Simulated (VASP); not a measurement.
# SiO2 (P6_422) in VASP: notebook, part 2 of 2

VASP 6.6.1.

**4. Single point, PBE (strain +0.030 along x and y, +0.015 along z)**

File INCAR:

```
SYSTEM = SiO2
ALGO = Normal
EDIFF = 1E-6
ENCUT = 520
GGA = PE
ISIF = 2
ISMEAR = 0
LASPH = .True.
LCHARG = .True.
LELF = .True.
LREAL = .False.
LVHAR = .True.
LWAVE = .False.
NBANDS = 34
NELM = 80
PREC = Accurate
SIGMA = 0.05
```

File KPOINTS:

```
k-points
0
Gamma
  6 6 4
  0 0 0
```

File POSCAR:

```
SiO2
1.0
    5.2585392688      0.0000000000      0.0000000000
   -2.6292696344      4.5540285936      0.0000000000
    0.0000000000      0.0000000000      5.6688224979
Si O
3 6
Direct
    0.0000000000      0.5000000000      0.3333333333
    0.5000000000      0.5000000000      0.6666666667
    0.5000000000      0.0000000000      0.0000000000
    0.5839605948      0.7919802974      0.8333333333
    0.7919802974      0.5839605948      0.5000000000
    0.7919802974      0.2080197026      0.1666666667
    0.4160394052      0.2080197026      0.8333333333
    0.2080197026      0.4160394052      0.5000000000
    0.2080197026      0.7919802974      0.1666666667
```

Potentials or basis: VASP PAW PBE potentials, release 64 (Si, O).

The run is started by

```console
$ cat potpaw_PBE.64/Si/POTCAR potpaw_PBE.64/O/POTCAR > POTCAR
$ mpirun -np 1 vasp_std > vasp.out
```

OUTCAR:

```text
SYSTEM = SiO2
   EDIFF = 1E-6
   ENCUT = 520
   GGA = PE
   ISIF = 2
   ISMEAR = 0
   LASPH = .True.
   LREAL = .False.
   NELM = 80
   PREC = Accurate

 ion  position               nearest neighbor table
   1  0.000  0.500  0.333-   6 1.66   9 1.66   8 1.66   5 1.66
   2  0.500  0.500  0.667-   4 1.66   7 1.66   5 1.66   8 1.66
   3  0.500  0.000  0.000-   4 1.66   7 1.66   6 1.66   9 1.66
   4  0.584  0.792  0.833-   2 1.66   3 1.66
   5  0.792  0.584  0.500-   1 1.66   2 1.66
   6  0.792  0.208  0.167-   1 1.66   3 1.66
   7  0.416  0.208  0.833-   2 1.66   3 1.66
   8  0.208  0.416  0.500-   1 1.66   2 1.66
   9  0.208  0.792  0.167-   1 1.66   3 1.66

  LATTYP: Found a hexagonal cell.
 ALAT       =     5.2585392688
 C/A-ratio  =     1.0780222811

  Lattice vectors:

 A1 = (   5.2585392688,   0.0000000000,   0.0000000000)
 A2 = (  -2.6292696344,   4.5540285936,   0.0000000000)
 A3 = (   0.0000000000,   0.0000000000,   5.6688224979)

Analysis of symmetry for initial positions (statically):
=====================================================================
 Subroutine PRICEL returns:
 Original cell was already a primitive cell.

 Routine SETGRP: Setting up the symmetry group for a
 hexagonal supercell.

 Subroutine GETGRP returns: Found 12 space group operations
 (whereof  4 operations were pure point group operations)
 out of a pool of 24 trial point group operations.

The static configuration has the point symmetry D_2 .
 The point group associated with its full space group is D_6 .

Analysis of symmetry for dynamics (positions and initial velocities):
=====================================================================
 Subroutine PRICEL returns:
 Original cell was already a primitive cell.

 Routine SETGRP: Setting up the symmetry group for a
 hexagonal supercell.
[... 139 lines left out ...]
  Thomas-Fermi vector in A             =   2.294242
   LORBIT       =      0    0 simple, 1 ext, 2 COOP (PROOUT), +10 PAW based schemes
   GGA     = PE    functional components
   LHFCALC =     F    Hartree Fock is set to
   AEXX    =    0.0000 exact exchange contribution
   IVDW    =     0    specifies the selected vdW correction
   LEPSILON=     F    determine dielectric tensor
   LRPA    =     F    only Hartree local field effects (RPA)
 non-spin polarized calculation
 Gauss-broadening in eV      SIGMA  =   0.05
  energy-cutoff  :      520.00
  volume of cell :      135.75
 maximum number of plane-waves:      3671
 NGX is ok and might be reduce to    40
   NGX = 19   NGY = 19   NGZ = 21

 number of electron      47.9999995 magnetization

 Free energy of the ion-electron system (eV)
  ---------------------------------------------------
  ext. energy  EPLUGINS =         0.00000000
  ---------------------------------------------------
  free energy    TOTEN  =       -70.78079240 eV

  energy without entropy =      -70.78079240  energy(sigma->0) =      -70.78079240

 E-fermi :   0.1170     XC(G=0):  -8.3221

 val. band max:       -0.1610943878   @ k =   0.5000   0.0000   0.0000
 cond. band min:       4.8158385789   @ k =   0.0000   0.0000   0.0000
 fundamental gap:      4.9769329667
 Fermi energy:         0.1169894135

 k-point     1 :       0.0000    0.0000    0.0000
  band No.  band energies     occupation
      1     -19.0652      2.00000
      2     -17.7665      2.00000
      3     -17.7665      2.00000
      4     -17.2693      2.00000
      5     -17.2428      2.00000
      6     -17.2428      2.00000
[... 766 lines left out ...]
     33      10.8016      0.00000
     34      10.8657      0.00000

------------------------ aborting loop because EDIFF is reached ----------------------------------------

  FORCE on cell =-STRESS in cart. coord.  units (eV):
  Direction    XX          YY          ZZ          XY          YZ          ZX
  --------------------------------------------------------------------------------------
  -------------------------------------------------------------------------------------
  Total       -9.6568357     -9.6568357     -8.6945975      0.0000000      0.0000000      0.0000000
  in kB     -113.9702999   -113.9702999   -102.6139328      0.0000000      0.0000000      0.0000000
  external PRESSURE =    -110.1848442 kB  Pullay stress =       0.0000000 kB

 VOLUME and BASIS-vectors are now :
 -----------------------------------------------------------------------------
  energy-cutoff  :      520.00
  volume of cell :      135.75
      direct lattice vectors                 reciprocal lattice vectors
     5.258539269  0.000000000  0.000000000     0.190166879  0.109792899  0.000000000
    -2.629269634  4.554028594  0.000000000     0.000000000  0.219585797  0.000000000
     0.000000000  0.000000000  5.668822498     0.000000000  0.000000000  0.176403477

 POSITION                                       TOTAL-FORCE (eV/Angst)
 -----------------------------------------------------------------------------------
     -1.31463      2.27701      1.88961        -0.000000     -0.000000      0.000000
      1.31463      2.27701      3.77921        -0.000000     -0.000000     -0.000000
      2.62927      0.00000      0.00000        -0.000000     -0.000000      0.000000
      0.98845      3.60670      4.72402        -0.433828     -0.250471     -0.000000
      2.62927      2.65937      2.83441        -0.000000     -0.500942     -0.000000
      3.61772      0.94733      0.94480        -0.433828      0.250471     -0.000000
      1.64082      0.94733      4.72402         0.433828      0.250471      0.000000
     -0.00000      1.89466      2.83441        -0.000000      0.500942      0.000000
     -0.98845      3.60670      0.94480         0.433828     -0.250471     -0.000000
 -----------------------------------------------------------------------------------
    total drift:                                0.000000     -0.000000      0.000001

  FREE ENERGIE OF THE ION-ELECTRON SYSTEM (eV)
  ---------------------------------------------------
  free  energy   TOTEN  =       -70.7807923991 eV

  energy  without entropy=      -70.7807923991  energy(sigma->0) =      -70.78079240
```

OSZICAR:

```text
N       E                     dE             d eps       ncg     rms          rms(c)
DAV:   1     0.290572029286E+03    0.29057E+03   -0.24360E+04  1428   0.128E+03
DAV:   2    -0.573895830891E+02   -0.34796E+03   -0.33540E+03  1898   0.296E+02
DAV:   3    -0.797464917682E+02   -0.22357E+02   -0.22243E+02  1822   0.794E+01
DAV:   4    -0.800193530620E+02   -0.27286E+00   -0.27253E+00  1816   0.985E+00
DAV:   5    -0.800236884832E+02   -0.43354E-02   -0.43333E-02  1800   0.122E+00    0.232E+01
DAV:   6    -0.707215393333E+02    0.93021E+01   -0.35882E+01  1650   0.311E+01    0.108E+01
DAV:   7    -0.707638513560E+02   -0.42312E-01   -0.91435E-01  1708   0.480E+00    0.405E+00
DAV:   8    -0.707665362301E+02   -0.26849E-02   -0.34196E-02  1772   0.148E+00    0.165E+00
DAV:   9    -0.707790316361E+02   -0.12495E-01   -0.24615E-02  1592   0.120E+00    0.355E-01
DAV:  10    -0.707809908396E+02   -0.19592E-02   -0.47870E-03  1684   0.346E-01    0.127E-01
DAV:  11    -0.707807779963E+02    0.21284E-03   -0.13226E-03  1766   0.204E-01    0.235E-02
DAV:  12    -0.707807902572E+02   -0.12261E-04   -0.36163E-05  1712   0.327E-02    0.214E-02
DAV:  13    -0.707807922105E+02   -0.19533E-05   -0.14402E-05  1660   0.209E-02    0.339E-03
DAV:  14    -0.707807923991E+02   -0.18865E-06   -0.68062E-07  1256   0.488E-03
   1 F= -.70780792E+02 E0= -.70780792E+02  d E =-.224337E-16
```

It took 69 s on 1 thread of Intel Xeon Platinum 8375C at 2.90GHz (Ice Lake), shared host; peak memory 0.27 GiB.

Results:

```yaml
Free_energy: -70.7808 eV
Pressure: -11.0 GPa
Largest_force: 0.501 eV/Å
Band_gap_on_the_k_mesh: 4.98 eV (least direct gap 5.17 eV)
```

Forces in eV/Å, atoms in the order of the input:
```
Si   0.000  0.000  0.000
Si   0.000  0.000  0.000
Si   0.000  0.000  0.000
O   -0.434 -0.250  0.000
O    0.000 -0.501  0.000
O   -0.434  0.250  0.000
O    0.434  0.250  0.000
O    0.000  0.501  0.000
O    0.434 -0.250  0.000
```

Levels at points of the mesh, in eV from the valence-band top:
| k point | band 21 | band 22 | band 23 | band 24 | band 25 | band 26 | band 27 | band 28 |
| --- | --- | --- | --- | --- | --- | --- | --- | --- |
| (0.00, 0.00, 0.00) | -0.87 | -0.39 | -0.39 | -0.19 | 4.98 | 8.41 | 8.41 | 8.65 |
| (0.50, 0.00, 0.00) | -1.02 | -0.85 | -0.30 | 0.00 | 6.97 | 7.78 | 8.96 | 9.07 |
| (0.00, 0.00, 0.50) | -1.04 | -0.26 | -0.01 | -0.01 | 6.80 | 6.80 | 8.12 | 9.23 |
| (0.50, 0.00, 0.50) | -0.80 | -0.64 | -0.62 | -0.31 | 7.18 | 8.05 | 8.90 | 9.06 |

Caveat: the cell differs from its parent crystal (strain +0.030 along x and y, +0.015 along z); the cell stands under tension. A k mesh can miss the band edges.

**5. Single point, PBE (strain +0.030 along x and y, +0.030 along z)**

File INCAR:

```
PREC = Accurate
ENCUT = 520
EDIFF = 1E-6
ISMEAR = 0
SIGMA = 0.05
LREAL = F
LASPH = T
NELM = 80
ALGO = Normal
ISIF = 2
LWAVE = F
LCHARG = F
GGA = PE
NBANDS = 34
```

File KPOINTS:

```
regular mesh
0
Gamma
  6 6 4
```

Edit POSCAR of step 4 so:

```diff
@@ -4,3 +4,3 @@
    -2.6292696344      4.5540285936      0.0000000000
-    0.0000000000      0.0000000000      5.6688224979
+    0.0000000000      0.0000000000      5.7525981999
 Si O
```

The run is started by

```console
$ cat potpaw_PBE.64/Si/POTCAR potpaw_PBE.64/O/POTCAR > POTCAR
$ mpirun -np 1 vasp_std > vasp.out
```

It took 74 s on 1 thread of Intel Xeon Platinum 8375C at 2.90GHz (Ice Lake), shared host; peak memory 0.29 GiB.

It converged, with:

```
Free energy            : -70.6381 eV
Pressure               : -12.8 GPa
Largest force          : 0.566 eV/Å
Band gap on the k mesh : 4.84 eV (least direct gap 5.00 eV)
```

Forces on the atoms (eV/Å):
```
Si   0.000  0.000  0.000
Si   0.000  0.000  0.000
Si   0.000  0.000  0.000
O   -0.490 -0.283  0.000
O    0.000 -0.566  0.000
O   -0.490  0.283  0.000
O    0.490  0.283  0.000
O    0.000  0.566  0.000
O    0.490 -0.283  0.000
```

Levels at points of the mesh, in eV from the valence-band top:
| k point | band 21 | band 22 | band 23 | band 24 | band 25 | band 26 | band 27 | band 28 |
| --- | --- | --- | --- | --- | --- | --- | --- | --- |
| (0.00, 0.00, 0.00) | -0.87 | -0.38 | -0.38 | -0.16 | 4.84 | 8.33 | 8.33 | 8.55 |
| (0.50, 0.00, 0.00) | -0.99 | -0.85 | -0.30 | 0.00 | 6.85 | 7.65 | 8.83 | 9.04 |
| (0.00, 0.00, 0.50) | -0.98 | -0.28 | 0.00 | 0.00 | 6.66 | 6.66 | 8.04 | 9.08 |
| (0.50, 0.00, 0.50) | -0.78 | -0.64 | -0.63 | -0.29 | 6.97 | 7.85 | 8.79 | 9.01 |

Caveat: the cell differs from its parent crystal (strain +0.030 along x and y, +0.030 along z); the cell stands under tension.

**6. Single point, PBE (strain -0.015 along x and y, +0.030 along z)**

File INCAR:

```
  PREC = Accurate
  ENCUT = 520
  EDIFF = 1E-7
  ISMEAR = 0
  SIGMA = 0.05
  LREAL = F
  LASPH = T
  NELM = 60
  ALGO = Normal
  ISIF = 2
  LWAVE = F
  LCHARG = F
  GGA = PE
  NBANDS = 34
```

KPOINTS is that of step 5.

Edit POSCAR of step 5 so:

```diff
@@ -2,4 +2,4 @@
 1.0
-    5.2585392688      0.0000000000      0.0000000000
-   -2.6292696344      4.5540285936      0.0000000000
+    5.0287972619      0.0000000000      0.0000000000
+   -2.5143986310      4.3550661793      0.0000000000
     0.0000000000      0.0000000000      5.7525981999
```

Potentials or basis: VASP PAW PBE potentials, release 64 (Si, O).

The run is started by

```console
$ cat potpaw_PBE.64/Si/POTCAR potpaw_PBE.64/O/POTCAR > POTCAR
$ mpirun -np 1 vasp_std > vasp.out
```

OUTCAR:

```text
PREC = Accurate
   ENCUT = 520
   EDIFF = 1E-7
   ISMEAR = 0
   LREAL = F
   LASPH = T
   NELM = 60
   ISIF = 2
   GGA = PE

 ion  position               nearest neighbor table
   1  0.000  0.500  0.333-   6 1.62   9 1.62   8 1.62   5 1.62
   2  0.500  0.500  0.667-   4 1.62   7 1.62   5 1.62   8 1.62
   3  0.500  0.000  0.000-   6 1.62   9 1.62   7 1.62   4 1.62
   4  0.584  0.792  0.833-   2 1.62   3 1.62
   5  0.792  0.584  0.500-   2 1.62   1 1.62
   6  0.792  0.208  0.167-   1 1.62   3 1.62
   7  0.416  0.208  0.833-   2 1.62   3 1.62
   8  0.208  0.416  0.500-   2 1.62   1 1.62
   9  0.208  0.792  0.167-   1 1.62   3 1.62

  LATTYP: Found a hexagonal cell.
[... 987 lines left out ...]
  in kB       11.0544120     11.0544120    -22.0141437     -0.0000000      0.0000000     -0.0000000
  external PRESSURE =       0.0315601 kB  Pullay stress =       0.0000000 kB

 VOLUME and BASIS-vectors are now :
 -----------------------------------------------------------------------------
  energy-cutoff  :      520.00
  volume of cell :      125.99
      direct lattice vectors                 reciprocal lattice vectors
     5.028797262  0.000000000  0.000000000     0.198854706  0.114808818  0.000000000
    -2.514398631  4.355066179  0.000000000     0.000000000  0.229617636  0.000000000
     0.000000000  0.000000000  5.752598200     0.000000000  0.000000000  0.173834494

 POSITION                                       TOTAL-FORCE (eV/Angst)
 -----------------------------------------------------------------------------------
     -1.25720      2.17753      1.91753         0.000000      0.000000     -0.000000
      1.25720      2.17753      3.83507         0.000000      0.000000     -0.000000
      2.51440      0.00000      0.00000         0.000000      0.000000     -0.000000
      0.94527      3.44913      4.79383         0.031622      0.018257      0.000000
      2.51440      2.54319      2.87630        -0.000000      0.036514     -0.000000
      3.45966      0.90594      0.95877         0.031622     -0.018257      0.000000
      1.56913      0.90594      4.79383        -0.031622     -0.018257      0.000000
     -0.00000      1.81188      2.87630         0.000000     -0.036514      0.000000
     -0.94527      3.44913      0.95877        -0.031622      0.018257     -0.000000
 -----------------------------------------------------------------------------------
    total drift:                                0.000000     -0.000000     -0.000001

  FREE ENERGIE OF THE ION-ELECTRON SYSTEM (eV)
  ---------------------------------------------------
  free  energy   TOTEN  =       -71.0886433617 eV

  energy  without entropy=      -71.0886433617  energy(sigma->0) =      -71.08864336
```

OSZICAR:

```text
N       E                     dE             d eps       ncg     rms          rms(c)
DAV:   1     0.287360458284E+03    0.28736E+03   -0.24861E+04  1436   0.129E+03
DAV:   2    -0.595810073642E+02   -0.34694E+03   -0.33331E+03  1844   0.300E+02
DAV:   3    -0.805641517735E+02   -0.20983E+02   -0.20876E+02  1840   0.779E+01
DAV:   4    -0.808111043138E+02   -0.24695E+00   -0.24670E+00  1784   0.946E+00
DAV:   5    -0.808148547855E+02   -0.37505E-02   -0.37484E-02  1824   0.114E+00    0.251E+01
DAV:   6    -0.710659995595E+02    0.97489E+01   -0.35722E+01  1638   0.316E+01    0.119E+01
DAV:   7    -0.710798572039E+02   -0.13858E-01   -0.98468E-01  1672   0.480E+00    0.430E+00
DAV:   8    -0.710755080303E+02    0.43492E-02   -0.43658E-02  1780   0.155E+00    0.171E+00
DAV:   9    -0.710866253659E+02   -0.11117E-01   -0.27952E-02  1568   0.117E+00    0.343E-01
DAV:  10    -0.710886874714E+02   -0.20621E-02   -0.37357E-03  1598   0.316E-01    0.106E-01
DAV:  11    -0.710886295281E+02    0.57943E-04   -0.96815E-04  1768   0.183E-01    0.204E-02
DAV:  12    -0.710886403686E+02   -0.10840E-04   -0.25295E-05  1700   0.287E-02    0.197E-02
DAV:  13    -0.710886428800E+02   -0.25115E-05   -0.12204E-05  1624   0.194E-02    0.353E-03
DAV:  14    -0.710886433651E+02   -0.48510E-06   -0.44015E-07  1784   0.370E-03    0.817E-04
DAV:  15    -0.710886433617E+02    0.34634E-08   -0.21907E-08  1192   0.914E-04
   1 F= -.71088643E+02 E0= -.71088643E+02  d E =-.177549E-14
```

stdout:

```text
POSCAR found type information on POSCAR SiO
 POSCAR found :  2 types and       9 ions
 scaLAPACK will be used
 LDA part: xc-table for (Slater+PW92), standard interpolation
 POSCAR, INCAR and KPOINTS ok, starting setup
 FFT: planning ... GRIDC
 FFT: planning ... GRID_SOFT
 FFT: planning ... GRID
 WAVECAR not read
 entering main loop
```

Run time: 1.9 min. Hardware: 1 thread of Intel Xeon 8259CL, shared host; peak memory 0.28 GiB.

What came out:

| Item | Value |
| --- | --- |
| Free energy | -71.0886 eV |
| Pressure | 0.0 GPa |
| Largest force | 0.037 eV/Å |
| Band gap on the k mesh | 5.48 eV (least direct gap 5.59 eV) |

Forces in eV/Å, atoms in the order of the input:
```
Si   0.000  0.000  0.000
Si   0.000  0.000  0.000
Si   0.000  0.000  0.000
O    0.032  0.018  0.000
O    0.000  0.037  0.000
O    0.032 -0.018  0.000
O   -0.032 -0.018  0.000
O    0.000 -0.037  0.000
O   -0.032  0.018  0.000
```

Caveat: the cell differs from its parent crystal (strain -0.015 along x and y, +0.030 along z). A k mesh can miss the band edges.

**7. Overview**

| cell | smearing | gap on the mesh (eV) | pressure (GPa) | largest force (eV/Å) |
| --- | --- | --- | --- | --- |
| a = 5.182, b = 5.182, c = 5.753 Å, angles 90.0, 90.0, 120.0°, 9 atoms | gaussian 0.05 eV | 5.08 | -9.1 | 0.39 |
| a = 5.182, b = 5.182, c = 5.753 Å, angles 90.0, 90.0, 120.0°, 9 atoms | tetrahedron | 5.08 | -9.1 | 0.39 |
| a = 5.259, b = 5.259, c = 5.669 Å, angles 90.0, 90.0, 120.0°, 9 atoms | gaussian 0.05 eV | 4.98 | -11.0 | 0.50 |
| a = 5.259, b = 5.259, c = 5.753 Å, angles 90.0, 90.0, 120.0°, 9 atoms | gaussian 0.05 eV | 4.84 | -12.8 | 0.57 |
| a = 5.029, b = 5.029, c = 5.753 Å, angles 90.0, 90.0, 120.0°, 9 atoms | gaussian 0.05 eV | 5.48 | 0.0 | 0.04 |

Alike in all rows: task single point; level PBE; potentials or basis VASP PAW PBE potentials, release 64 (Si, O); no spin polarisation; k mesh 6 × 6 × 4; cutoff (eV) 520.

Caveats: the cell stands under tension (at least some runs).

Absolute energies hang on the potentials; compare differences alone.
